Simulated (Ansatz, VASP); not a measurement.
**Two plane-wave programs on Si3Ge**

```
Si Ge
1.0
     1.95649    1.12958    6.38653
    -1.95649    1.12958    6.38653
     0.00000   -2.25916    6.38653
Si Ge
3 1
Direct
  0.00161 0.00161 0.00161
  0.49843 0.49843 0.49843
  0.37501 0.37501 0.37501
  0.87496 0.87496 0.87496
```

Alike in both runs: task single point; functional PBE; k mesh 6 × 6 × 6; no spin polarisation.

|  | VASP | Ansatz |
| --- | --- | --- |
| version | VASP 6.6.1 | Ansatz 0.2.0 |
| potentials or method | VASP PAW PBE potentials, release 64 (Si, Ge_d) | plane waves, PAW |
| plane-wave cutoff (eV) | 520 | 420 |
| occupations | gaussian, width 0.01 eV | fixed |
| valence electrons in the cell | 26 | 26 |

|  | VASP | Ansatz | Ansatz less VASP |
| --- | --- | --- | --- |
| gap on the k mesh at the Fermi level (eV) | 0.60 | 0.60 | -0.003 |
| pressure (GPa) | -0.1 | 0.0 | +0.06 |
| traceless stress, the component that is largest in VASP (GPa) | -0.12 | -0.13 | -0.004 |
| rms of the force components (eV/Å) | 0.003 | 0.003 | -0.0001 |

Atom by atom the forces differ by 0.000 eV/Å (rms over components).
